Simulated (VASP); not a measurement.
# InSb3 (Pm-3m) in VASP: single point with r2SCAN

Aim: the single point of InSb3 with r2SCAN.

All numbers are computed with VASP 6.6.1; they aren't measurements. Logs are shortened: lines on timing, memory, paths and dates and some standing lists are left out, and cuts for length are marked.

### 1 The cell of the first run

The structure is cubic, space group Pm-3m (No. 221). Conventional cell: a = 4.798 Å, b = 4.798 Å, c = 4.798 Å, α = 90.00°, β = 90.00°, γ = 90.00°. Within 4.5 Å of In (site symmetry m-3m) lie 12 Sb at 3.39 Å. Sb (site symmetry 4/mmm) has 4 In at 3.39 Å and 8 Sb at 3.39 Å within 4.5 Å.

### 2 Single point, r2SCAN

POSCAR reads:

```
InSb3
1.0
    4.7978795977      0.0000000000      0.0000000000
    0.0000000000      4.7978795977      0.0000000000
    0.0000000000      0.0000000000      4.7978795977
In Sb
1 3
Direct
    0.0000000000      0.0000000000      0.0000000000
    0.5000000000      0.0000000000      0.5000000000
    0.0000000000      0.5000000000      0.5000000000
    0.5000000000      0.5000000000      0.0000000000
```

INCAR.step1 reads:

```
SYSTEM = InSb3
  PREC = Accurate
  ENCUT = 520
  ISMEAR = 1
  SIGMA = 0.05
  LREAL = .False.
  LASPH = .True.
  NELM = 60
  NBANDS = 22
  GGA = PE
  ALGO = Normal
  EDIFF = 1E-4
  LWAVE = .True.
  LCHARG = .False.
```

INCAR.step2 reads:

```
SYSTEM = InSb3
  PREC = Accurate
  ENCUT = 520
  EDIFF = 1E-6
  ISMEAR = 1
  SIGMA = 0.05
  LREAL = .False.
  LASPH = .True.
  NELM = 60
  ALGO = Normal
  ISIF = 2
  LWAVE = .False.
  LCHARG = .False.
  METAGGA = R2SCAN
  LMIXTAU = .True.
  NBANDS = 22
  ISTART = 1
```

KPOINTS reads:

```
regular mesh
0
Gamma
  4 4 4
  0 0 0
```

Potentials or basis: VASP PAW PBE potentials, release 64 (In_d, Sb).

Launch:

```bash
$ cat potpaw_PBE.64/In_d/POTCAR potpaw_PBE.64/Sb/POTCAR > POTCAR
$ cp INCAR.step1 INCAR
$ mpirun -np 1 vasp_std > vasp.out
$ cp INCAR.step2 INCAR
$ mpirun -np 1 vasp_std > vasp.out
```

OUTCAR:

```text
SYSTEM = InSb3
   PREC = Accurate
   ENCUT = 520
   EDIFF = 1E-6
   ISMEAR = 1
   LREAL = .False.
   LASPH = .True.
   NELM = 60
   ISIF = 2
   METAGGA = R2SCAN
   ISTART = 1

 ion  position               nearest neighbor table
   1  0.000  0.000  0.000-   2 3.39   3 3.39   4 3.39   2 3.39   3 3.39   3 3.39   4 3.39   3 3.39
                             2 3.39   4 3.39   2 3.39   4 3.39
   2  0.500  0.000  0.500-   1 3.39   3 3.39   4 3.39   1 3.39   4 3.39   3 3.39   4 3.39   4 3.39
                             1 3.39   3 3.39   1 3.39   3 3.39
   3  0.000  0.500  0.500-   1 3.39   2 3.39   4 3.39   1 3.39   4 3.39   1 3.39   2 3.39   1 3.39
                             2 3.39   4 3.39   4 3.39   2 3.39
   4  0.500  0.500  0.000-   1 3.39   2 3.39   3 3.39   2 3.39   3 3.39   1 3.39   2 3.39   2 3.39
                             1 3.39   3 3.39   3 3.39   1 3.39

  LATTYP: Found a simple cubic cell.
 ALAT       =     4.7978795977

  Lattice vectors:

 A1 = (   4.7978795977,   0.0000000000,   0.0000000000)
 A2 = (   0.0000000000,   4.7978795977,   0.0000000000)
 A3 = (   0.0000000000,   0.0000000000,   4.7978795977)

Analysis of symmetry for initial positions (statically):
=====================================================================
 Subroutine PRICEL returns:
 Original cell was already a primitive cell.

 Routine SETGRP: Setting up the symmetry group for a
 simple cubic supercell.

 Subroutine GETGRP returns: Found 48 space group operations
 (whereof 48 operations were pure point group operations)
 out of a pool of 48 trial point group operations.

The static configuration has the point symmetry O_h .

Analysis of symmetry for dynamics (positions and initial velocities):
=====================================================================
 Subroutine PRICEL returns:
 Original cell was already a primitive cell.

 Routine SETGRP: Setting up the symmetry group for a
 simple cubic supercell.

 Subroutine GETGRP returns: Found 48 space group operations
 (whereof 48 operations were pure point group operations)
 out of a pool of 48 trial point group operations.

The dynamic configuration has the point symmetry O_h .

 Subroutine INISYM returns: Found 48 space group operations
 (whereof 48 operations are pure point group operations),
 and found     1 'primitive' translations

----------------------------------------------------------------------------------------

                                     Primitive cell

  volume of cell :     110.4455

  direct lattice vectors                    reciprocal lattice vectors
     4.797879598  0.000000000  0.000000000     0.208425405  0.000000000  0.000000000
     0.000000000  4.797879598  0.000000000     0.000000000  0.208425405  0.000000000
     0.000000000  0.000000000  4.797879598     0.000000000  0.000000000  0.208425405

  length of vectors
     4.797879598  4.797879598  4.797879598     0.208425405  0.208425405  0.208425405

  position of ions in fractional coordinates (direct lattice)
     0.000000000  0.000000000  0.000000000
     0.500000000  0.000000000  0.500000000
     0.000000000  0.500000000  0.500000000
     0.500000000  0.500000000  0.000000000

  ion indices of the primitive-cell ions
   primitive index   ion index
                 1           1
                 2           2
                 3           3
                 4           4

----------------------------------------------------------------------------------------

 KPOINTS: regular mesh

Automatic generation of k-mesh.
 Grid dimensions read from file:
 generate k-points for:    4    4    4

 Generating k-lattice:

  Cartesian coordinates                     Fractional coordinates (reciprocal lattice)
     0.052106351  0.000000000  0.000000000     0.250000000  0.000000000  0.000000000
     0.000000000  0.052106351  0.000000000     0.000000000  0.250000000  0.000000000
     0.000000000  0.000000000  0.052106351     0.000000000  0.000000000  0.250000000

  Length of vectors
     0.052106351  0.052106351  0.052106351

  Shift w.r.t. Gamma in fractional coordinates (k-lattice)
     0.000000000  0.000000000  0.000000000

 Subroutine IBZKPT returns following result:
 ===========================================

 Found     10 irreducible k-points:

 Following reciprocal coordinates:
            Coordinates               Weight
  0.000000  0.000000  0.000000      1.000000
  0.250000  0.000000  0.000000      6.000000
  0.500000  0.000000  0.000000      3.000000
  0.250000  0.250000  0.000000     12.000000
  0.500000  0.250000  0.000000     12.000000
  0.500000  0.500000  0.000000      3.000000
  0.250000  0.250000  0.250000      8.000000
  0.500000  0.250000  0.250000     12.000000
  0.500000  0.500000  0.250000      6.000000
  0.500000  0.500000  0.500000      1.000000
   k-points           NKPTS =     10   k-points in BZ     NKDIM =     10   number of bands    NBANDS=     22
   number of dos      NEDOS =    301   number of ions     NIONS =      4
   total plane-waves  NPLWV =  46656
   dimension x,y,z NGX =    36 NGY =   36 NGZ =   36
   dimension x,y,z NGXF=    72 NGYF=   72 NGZF=   72
   ions per type =               1   3
   NGX,Y,Z   is equivalent  to a cutoff of  12.47, 12.47, 12.47 a.u.
   NGXF,Y,Z  is equivalent  to a cutoff of  24.95, 24.95, 24.95 a.u.
 SYSTEM =  InSb3
   PREC   = accura    normal or accurate (medium, high low for compatibility)
   ISTART =      1    job   : 0-new  1-cont  2-samecut
   ICHARG =      0    charge: 1-file 2-atom 10-const
   ISPIN  =      1    spin polarized calculation?
   LNONCOLLINEAR =      F non collinear calculations
   LSORBIT =      F    spin-orbit coupling
   LASPH  =      T    aspherical Exc in radial PAW
   ENCUT  =  520.0 eV  38.22 Ry    6.18 a.u.   8.92  8.92  8.92*2*pi/ulx,y,z
   NELM   =     60;   NELMIN=  2; NELMDL=  0     # of ELM steps
   EDIFF  = 0.1E-05   stopping-criterion for ELM
   LREAL  =      F    real-space projection
   EDIFFG = 0.1E-04   stopping-criterion for IOM
   NSW    =      0    number of steps for IOM
   IBRION =     -1    ionic relax: 0-MD 1-quasi-New 2-CG
   NFREE  =      0    steps in history (QN), initial steepest desc. (CG)
   ISIF   =      2    stress and relaxation
   ISYM   =      2    0-nonsym 1-usesym 2-fastsym
   POTIM  = 0.5000    time-step for ionic-motion
   TEBEG  =    0.0;   TEEND  =   0.0 temperature during run
   PSTRESS=    0.0 pullay stress
   NELECT =      28.0000    total number of electrons
   NUPDOWN=      -1.0000    fix difference up-down
   EMIN   =  10.00;   EMAX   =-10.00  energy-range for DOS
   EFERMI =   0.00;   METHOD = LEGACY
   ISMEAR =     1;   SIGMA  =   0.05  broadening in eV -4-tet -1-fermi 0-gaus
   EFERMI_NEDOS =   21; number of points for ismear=-14 and -15
   IALGO  =     38    algorithm
   IMIX   =      4    mixing-type and parameters
     AMIX     =   0.40;   BMIX     =  1.00
     AMIX_MAG =   1.60;   BMIX_MAG =  1.00
  volume/ion in A,a.u.               =      27.61       186.33
  Fermi-wavevector in a.u.,A,eV,Ry     =   1.036123  1.957989 14.606559  1.073552
  Thomas-Fermi vector in A             =   2.170499
   LORBIT       =      0    0 simple, 1 ext, 2 COOP (PROOUT), +10 PAW based schemes
   METAGGA = R2SCAN    functional components
   LHFCALC =     F    Hartree Fock is set to
   AEXX    =    0.0000 exact exchange contribution
   IVDW    =     0    specifies the selected vdW correction
   LEPSILON=     F    determine dielectric tensor
   LRPA    =     F    only Hartree local field effects (RPA)
 non-spin polarized calculation
 Methfessel and Paxton  Order N= 1 SIGMA  =   0.05
  energy-cutoff  :      520.00
  volume of cell :      110.45
 maximum number of plane-waves:      3016
 NGX is ok and might be reduce to    36
   NGX = 17   NGY = 17   NGZ = 17

 number of electron      28.0000012 magnetization

 Free energy of the ion-electron system (eV)
  ---------------------------------------------------
  ext. energy  EPLUGINS =         0.00000000
  ---------------------------------------------------
  free energy    TOTEN  =       -98.53772102 eV

  energy without entropy =      -98.53394271  energy(sigma->0) =      -98.53646158

 E-fermi :   7.6184     XC(G=0): -10.6864

 val. band max:        7.6067340644   @ k =   0.5000   0.2500   0.2500
 cond. band min:       8.0105877225   @ k =   0.2500   0.2500   0.2500
 fundamental gap:      0.4038536581
 Fermi energy:         7.6183856634

 k-point     1 :       0.0000    0.0000    0.0000
  band No.  band energies     occupation
      1      -7.4002      2.00000
      2      -7.4002      2.00000
      3      -7.3848      2.00000
      4      -7.3848      2.00000
      5      -7.3848      2.00000
      6      -4.9480      2.00000
[... 14 lines left out ...]
     21      13.2733      0.00000
     22      13.3074      0.00000

 k-point     2 :       0.2500    0.0000    0.0000
  band No.  band energies     occupation
      1      -7.3974      2.00000
      2      -7.3924      2.00000
      3      -7.3910      2.00000
      4      -7.3910      2.00000
      5      -7.3847      2.00000
      6      -4.5477      2.00000
[... 14 lines left out ...]
     21      13.4775      0.00000
     22      13.5888      0.00000

 k-point     3 :       0.5000    0.0000    0.0000
  band No.  band energies     occupation
      1      -7.3970      2.00000
      2      -7.3970      2.00000
      3      -7.3945      2.00000
      4      -7.3848      2.00000
      5      -7.3845      2.00000
      6      -3.6941      2.00000
[... 14 lines left out ...]
     21      12.1243      0.00000
     22      14.2156      0.00000
[... 126 lines left out ...]
 k-point     9 :       0.5000    0.5000    0.2500
  band No.  band energies     occupation
      1      -7.4219      2.00000
      2      -7.4077      2.00000
      3      -7.4077      2.00000
      4      -7.3770      2.00000
      5      -7.3686      2.00000
      6      -1.8728      2.00000
[... 14 lines left out ...]
     21      13.8454      0.00000
     22      16.1989      0.00000

 k-point    10 :       0.5000    0.5000    0.5000
  band No.  band energies     occupation
      1      -7.4195      2.00000
      2      -7.4195      2.00000
      3      -7.4195      2.00000
      4      -7.3676      2.00000
      5      -7.3676      2.00000
      6      -1.5077      2.00000
[... 14 lines left out ...]
     21      14.6510      0.00000
     22      16.7796      0.00000

------------------------ aborting loop because EDIFF is reached ----------------------------------------

  FORCE on cell =-STRESS in cart. coord.  units (eV):
  Direction    XX          YY          ZZ          XY          YZ          ZX
  --------------------------------------------------------------------------------------
  -------------------------------------------------------------------------------------
  Total       -0.0314365     -0.0314365     -0.0314365     -0.0000000     -0.0000000      0.0000000
  in kB       -0.4560335     -0.4560335     -0.4560335     -0.0000000     -0.0000000      0.0000000
  external PRESSURE =      -0.4560335 kB  Pullay stress =       0.0000000 kB

 VOLUME and BASIS-vectors are now :
 -----------------------------------------------------------------------------
  energy-cutoff  :      520.00
  volume of cell :      110.45
      direct lattice vectors                 reciprocal lattice vectors
     4.797879598  0.000000000  0.000000000     0.208425405  0.000000000  0.000000000
     0.000000000  4.797879598  0.000000000     0.000000000  0.208425405  0.000000000
     0.000000000  0.000000000  4.797879598     0.000000000  0.000000000  0.208425405

 POSITION                                       TOTAL-FORCE (eV/Angst)
 -----------------------------------------------------------------------------------
      0.00000      0.00000      0.00000         0.000000      0.000000      0.000000
      2.39894      0.00000      2.39894         0.000000      0.000000      0.000000
      0.00000      2.39894      2.39894         0.000000      0.000000      0.000000
      2.39894      2.39894      0.00000         0.000000      0.000000      0.000000
 -----------------------------------------------------------------------------------
    total drift:                               -0.000000     -0.000000     -0.000000

  FREE ENERGIE OF THE ION-ELECTRON SYSTEM (eV)
  ---------------------------------------------------
  free  energy   TOTEN  =       -98.5377210196 eV

  energy  without entropy=      -98.5339427141  energy(sigma->0) =      -98.53646158
```

Wall time 64 s (1 thread of Intel Xeon Platinum 8259CL at 2.50GHz (Skylake/Cascade Lake), shared host); peak memory 0.22 GiB.

What came out:

```
Free energy            : -98.5377 eV
Pressure               : 0.0 GPa
Band gap on the k mesh : zero (band 14 reaches 11.56 eV, above the bottom of band 15 at 6.61 eV)
```

Caveat: the PAW data sets were made with another functional, which shifts forces and pressure a little; spin-orbit coupling is left out, which moves the levels of the heavy elements.
